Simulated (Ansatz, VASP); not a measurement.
**Two plane-wave programs on BN**

```
B N
1.0
     0.00000    1.80442    1.80442
     1.80442    0.00000    1.80442
     1.80442    1.80442    0.00000
B N
1 1
Direct
  0.00000 0.00000 0.00000
  0.25000 0.25000 0.25000
```

Alike in both runs: task single point; functional r2SCAN; k mesh 10 × 10 × 10; no spin polarisation.

```csv
,VASP,Ansatz
version,VASP 6.6.1,Ansatz 0.2.0
potentials or method,"VASP PAW PBE potentials, release 64 (B, N), cutoff 660 eV","scalar-relativistic, plane waves, PAW"
occupations,"gaussian, width 0.01 eV",fixed
valence electrons in the cell,8,8
```

|  | VASP | Ansatz | Ansatz less VASP |
| --- | --- | --- | --- |
| gap on the k mesh at the Fermi level (eV) | 4.98 | 4.99 | +0.011 |
| least direct gap on the mesh (eV) | 9.55 | 9.58 | +0.030 |

VASP's potentials were made for PBE, not for r2SCAN.
